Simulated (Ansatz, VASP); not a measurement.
## PtSe2: VASP beside Ansatz

```xyz
3
Lattice="3.7517 0.0000 0.0000 -1.8758 3.2490 0.0000 0.0000 0.0000 6.9185" Properties=species:S:1:pos:R:3 pbc="T T T"
Pt    0.0000    0.0000    0.0000
Se    0.0000    2.1660    1.3850
Se    1.8758    1.0830    5.5335
```

Change from the starting cell: strain +0.0600 x Voigt [0, 0, 1, 0, 0, 0], atoms carried along.

Alike in both runs: task single point; functional PBE; k mesh 12 × 12 × 4; occupations gaussian, width 0.05 eV; no spin polarisation.

|  | VASP | Ansatz |
| --- | --- | --- |
| version | VASP 6.6.1 | Ansatz 0.2.0 |
| potentials or method | VASP PAW PBE potentials, release 64 (Pt, Se), cutoff 520 eV | scalar-relativistic, plane waves, PAW |
| valence electrons in the cell | 22 | 50 |

|  | VASP | Ansatz | Ansatz less VASP |
| --- | --- | --- | --- |
| gap on the k mesh at the Fermi level (eV) | 1.02 | 1.03 | +0.012 |
| least direct gap on the mesh (eV) | 1.20 | 1.21 | +0.009 |
| pressure (GPa) | -3.6 | -3.6 | +0.05 |
| traceless stress, the component that is largest in VASP (GPa) | -0.78 | -0.80 | -0.011 |
| rms of the force components (eV/Å) | 0.386 | 0.384 | -0.0019 |

Atom by atom the forces differ by 0.002 eV/Å (rms over components). VASP's potentials hold 22 valence electrons a cell and Ansatz's 50, so a difference there can come from the potentials and not from the codes.

Spin-orbit coupling is off throughout.
